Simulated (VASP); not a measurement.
Input of a VASP 6.6.1 run:

Contents of INCAR:

```
PREC = Accurate ; ENCUT = 520
EDIFF = 1E-6 ; ISMEAR = -1
SIGMA = 0.05 ; LREAL = F
LASPH = T ; NELM = 100
ALGO = Normal ; ISIF = 2
LWAVE = F ; LCHARG = F
GGA = PS ; NBANDS = 19
```

File KPOINTS:

```
regular mesh
0
Gamma
  11 11 6
```

POSCAR

```
Zn
1.0
    2.5576482517      0.0000000000      0.0000000000
   -1.2788241258      2.2149883599      0.0000000000
    0.0000000000      0.0000000000      4.2494609235
Zn
2
Direct
    0.6666666667      0.3333333333      0.7500000000
    0.3333333333      0.6666666667      0.2500000000
```

Potentials or basis: VASP PAW PBE potentials, release 64 (Zn).

Run with:

```sh
$ cat potpaw_PBE.64/Zn/POTCAR > POTCAR
$ mpirun -np 1 vasp_std > vasp.out
```

Task: What does it give for the band gap on the k mesh?

Result: Zero (band 12 reaches 6.37 eV, above the bottom of band 13 at 3.57 eV).

Task: What does it give for the pressure?

Result: 20.8 GPa.

Stress tensor (GPa, compression positive):
```
20.85  0.00  0.00
 0.00 20.85  0.00
 0.00  0.00 20.72
```

Caveat: the PAW data sets were made with another functional, which shifts forces and pressure a little.
